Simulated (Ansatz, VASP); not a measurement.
## NaH in VASP and in Ansatz

```
Na H
1.0
     0.00000    2.39751    2.30161
     2.39751    0.00000    2.30161
     2.39751    2.39751    0.00000
Na H
1 1
Direct
  0.00000 0.00000 0.00000
  0.50000 0.50000 0.50000
```

Change from the starting cell: uniaxial_z strain -4.0%.

Alike in both runs: task single point; functional PBE; k mesh 10 × 10 × 10; occupations fermi-dirac, width 0.02 eV; no spin polarisation.

```csv
,VASP,Ansatz
version,VASP 6.6.1,Ansatz 0.2.0
potentials or method,"VASP PAW PBE potentials, release 64 (Na_pv, H)","plane waves, PAW"
plane-wave cutoff (eV),520,420
valence electrons in the cell,8,10
```

VASP gave:

```
gap on the k mesh at the Fermi level (eV)                     : 3.85
pressure (GPa)                                                : 1.7
traceless stress, the component that is largest in VASP (GPa) : 1.18
```

Task: Estimate Ansatz's values.

Result: gap on the k mesh at the Fermi level (eV): 3.85; pressure (GPa): 1.7; traceless stress, the component that is largest in VASP (GPa): 1.17.

The functional is the same, so the differences come from potentials, cutoffs and numerics. VASP's potentials hold 8 valence electrons a cell and Ansatz's 10, so a difference there can come from the potentials and not from the codes.
